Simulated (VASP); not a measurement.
Wanted: the native input for a VASP 6.6.1 run.

- Task: single point
- Functional: PBE
- Potentials or basis: VASP PAW PBE potentials, release 64 (Ta_pv)
- Cutoff: 520 eV
- k mesh: 11 × 11 × 11
- Occupations: fermi-dirac, width 0.05 eV
- Spin: no spin polarisation
- Dipole correction: no
- Further INCAR settings: ALGO = Normal; EDIFF = 1e-07; NBANDS = 12

The structure of Ta lies in POSCAR:

```
Ta
1.0
   -1.6450009506      1.6450009506      1.6450009506
    1.6450009506     -1.6450009506      1.6450009506
    1.6450009506      1.6450009506     -1.6450009506
Ta
1
Direct
    0.0000000000      0.0000000000      0.0000000000
```

One way to write it, as run:

INCAR

```
ALGO = Normal
EDIFF = 1E-7
ENCUT = 520
GGA = PE
ISIF = 2
ISMEAR = -1
LASPH = T
LCHARG = F
LREAL = F
LWAVE = F
NBANDS = 12
NELM = 100
PREC = Accurate
SIGMA = 0.05
```

KPOINTS

```
k-points
0
Gamma
  11 11 11
```

Potentials or basis: VASP PAW PBE potentials, release 64 (Ta_pv).

Command:

```console
$ cat potpaw_PBE.64/Ta_pv/POTCAR > POTCAR
$ mpirun -np 1 vasp_std > vasp.out
```

It gave:

The pressure is 5.1 GPa.

It took 8.3 s on 1 thread of Intel(R) Xeon(R) Platinum 8375C CPU @ 2.90GHz (Ice Lake) (shared host), peak memory 0.14 GiB.
